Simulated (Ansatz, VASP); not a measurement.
SnSe: VASP beside Ansatz

Contents of INCAR:

```
SYSTEM = SnSe
ALGO = Normal
EDIFF = 1E-7
ENCUT = 520
GGA = CA
ISIF = 2
ISMEAR = -1
LASPH = .True.
LCHARG = .False.
LREAL = .False.
LWAVE = .False.
NBANDS = 17
NELM = 60
PREC = Accurate
SIGMA = 0.02
```

Contents of KPOINTS:

```
k-points
0
Gamma
  9 9 9
  0 0 0
```

File POSCAR:

```
SnSe
1.0
    0.0000000000      3.0200000735      3.0200000735
    3.0200000735      0.0000000000      3.0200000735
    3.0200000735      3.0200000735      0.0000000000
Sn Se
1 1
Direct
    0.0000000000      0.0000000000      0.0000000000
    0.5000000000      0.5000000000      0.5000000000
```

Input for Ansatz:

```yaml
crystal:
  lattice:
    - [0.0, 3.0200000735, 3.0200000735]
    - [3.0200000735, 0.0, 3.0200000735]
    - [3.0200000735, 3.0200000735, 0.0]
  atoms:
    - { symbol: Sn, position: [0.0, 0.0, 0.0] }
    - { symbol: Se, position: [0.5, 0.5, 0.5] }
kpoints:
  mp_grid: { grid: [9, 9, 9] }
  band_path:
    path:
      - [0.0, 0.0, 0.0]
      - [0.5, 0.0, 0.5]
      - [0.625, 0.25, 0.625]
      - [0.375, 0.375, 0.75]
      - [0.0, 0.0, 0.0]
      - [0.5, 0.5, 0.5]
      - [0.5, 0.25, 0.75]
      - [0.5, 0.0, 0.5]
    npoints: 5
scf:
  occupations: { method: fermi_dirac, width: 0.02 }
hamiltonian:
  xc: lda
  pseudopotentials: { kind: all_electron, lapw: { basis_error: 0.00025 } }
output:
  forces: true
  stress: true
  eigenvalues: true
```

Change from the starting cell: volume scaled by 1.01.

Alike in both runs: task single point; functional LDA; k mesh 9 × 9 × 9; occupations fermi-dirac, width 0.02 eV; no spin polarisation.

```csv
,VASP,Ansatz
version,VASP 6.6.1,Ansatz 0.2.0
potentials or method,"VASP PAW LDA potentials, release 64 (Sn_d, Se), cutoff 520 eV","all-electron LAPW, scalar-relativistic"
```

```tsv
	VASP	Ansatz	Ansatz less VASP
pressure (GPa)	-3.6	-3.7	-0.06
```

LDA's correlation is that of Perdew and Zunger in VASP and of Perdew and Wang (1992) in Ansatz. Ansatz ran all-electron here, and VASP with PAW potentials.
